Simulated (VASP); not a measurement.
Runs of VASP 6.6.1 on LaP. The structure is that of space group Fm-3m (No. 225), or close to it. The cells are those of the table. 

| task | cell | gap on the mesh (eV) | pressure (GPa) |
| --- | --- | --- | --- |
| single point | a = 4.289 Å, angles 60.0°, 2 atoms | none | -4.6 |
| single point | a = 4.316 Å, angles 60.0°, 2 atoms | none | -5.7 |
| electric field gradients | a = 4.344 Å, angles 60.0°, 2 atoms | none | -6.8 |
| electric field gradients | a = 4.232 Å, angles 60.0°, 2 atoms | none | -1.8 |
| electric field gradients | a = 4.274 Å, angles 60.0°, 2 atoms | none | -3.9 |
| electric field gradients | a = 4.289 Å, angles 60.0°, 2 atoms | none | -4.6 |
| electric field gradients | a = 4.203 Å, angles 60.0°, 2 atoms | none | -0.2 |
| single point | a = 4.274 Å, angles 60.0°, 2 atoms | none | -3.9 |
| electric field gradients | a = 4.316 Å, angles 60.0°, 2 atoms | none | -5.7 |
| electric field gradients | a = 4.246 Å, angles 60.0°, 2 atoms | none | -2.6 |
| electric field gradients | a = 4.260 Å, angles 60.0°, 2 atoms | none | (a) |
| single point | a = 4.203 Å, angles 60.0°, 2 atoms | none | -0.2 |

Alike in all rows: level LDA; potentials or basis VASP PAW LDA potentials, release 64 (La, P); no spin polarisation; k mesh 10 × 10 × 10; cutoff (eV) 520; smearing fermi-dirac 0.03 eV.

Q: Estimate the missing entries.

A: (a) -3.3.

Caveats: spin-orbit coupling is left out, which moves the levels of the heavy elements.

A k mesh can miss the band edges, and the runs leave out spin-orbit coupling on La.

A gap of «none» marks levels without a gap at the run's occupations.
